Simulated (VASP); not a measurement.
Crystal: Al.

```
Al
1.0
     0.00000    2.02065    2.02065
     2.02065    0.00000    2.02065
     2.02065    2.02065    0.00000
Al
1
Direct
  0.00000 0.00000 0.00000
```

Base run:

- Program: VASP 6.6.1
- Functional: PBE
- Potentials or basis: VASP PAW PBE potentials, release 64 (Al)
- Cutoff: 500 eV
- k mesh: 10 × 10 × 10
- Occupations: fermi-dirac, width 0.1 eV
- Spin: no spin polarisation

Its results: pressure 0.0 GPa.

Question: The run is repeated on the same cell with these changes: k mesh from 10 × 10 × 10 to 5 × 5 × 5. What comes out?

Answer: Pressure 1.6 GPa.

Caveats: some runs use coarse meshes.
